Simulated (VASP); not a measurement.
Runs of VASP 6.6.1 on P. The structure is that of space group P6/mmm (No. 191), or close to it. The cells are those of the table. 

| task | cell | cutoff (eV) | smearing | k mesh for the DOS | occupations for the DOS | gap on the mesh (eV) | pressure (GPa) |
| --- | --- | --- | --- | --- | --- | --- | --- |
| relaxation of shape and atoms at fixed volume | relaxed from a = 4.150, b = 4.150, c = 2.424 Å, angles 90.0, 90.0, 120.0°, 3 atoms | 600 | fermi-dirac 0.05 eV | - | - | - | 22.2 |
| relaxation of shape and atoms at fixed volume | relaxed from a = 4.014, b = 4.014, c = 2.344 Å, angles 90.0, 90.0, 120.0°, 3 atoms | 600 | fermi-dirac 0.05 eV | - | - | - | 43.1 |
| single point | a = 3.352, b = 3.352, c = 1.991 Å, angles 90.0, 90.0, 120.0°, 3 atoms | 520 | fermi-dirac 0.05 eV | - | - | none | 386.7 |
| single point | a = 3.526, b = 3.526, c = 2.079 Å, angles 90.0, 90.0, 120.0°, 3 atoms | 520 | fermi-dirac 0.05 eV | - | - | none | 233.3 |
| single point | a = 4.399, b = 4.399, c = 2.569 Å, angles 90.0, 90.0, 120.0°, 3 atoms | 520 | fermi-dirac 0.05 eV | - | - | none | (a) |
| relaxation of shape and atoms at fixed volume | relaxed from a = 3.537, b = 3.537, c = 2.066 Å, angles 90.0, 90.0, 120.0°, 3 atoms | 600 | fermi-dirac 0.05 eV | - | - | - | 233.4 |
| single point | a = 3.352, b = 3.352, c = 1.991 Å, angles 90.0, 90.0, 120.0°, 3 atoms | 520 | gaussian 0.05 eV | - | - | none | 386.6 |
| single point | a = 4.019, b = 4.019, c = 2.339 Å, angles 90.0, 90.0, 120.0°, 3 atoms | 520 | fermi-dirac 0.05 eV | - | - | none | 43.1 |
| single point | a = 4.156, b = 4.156, c = 2.417 Å, angles 90.0, 90.0, 120.0°, 3 atoms | 520 | fermi-dirac 0.05 eV | - | - | none | (b) |

Alike in all rows: level PBE; potentials or basis VASP PAW PBE potentials, release 64 (P); no spin polarisation; k mesh 9 × 9 × 12.

Problem. Fill in the values left out.

Solution. (a) -0.2; (b) 22.1.

Caveats: the bands computed are all filled at some k points, so no gap is given (some runs).

A gap of «none» marks levels without a gap at the run's occupations.
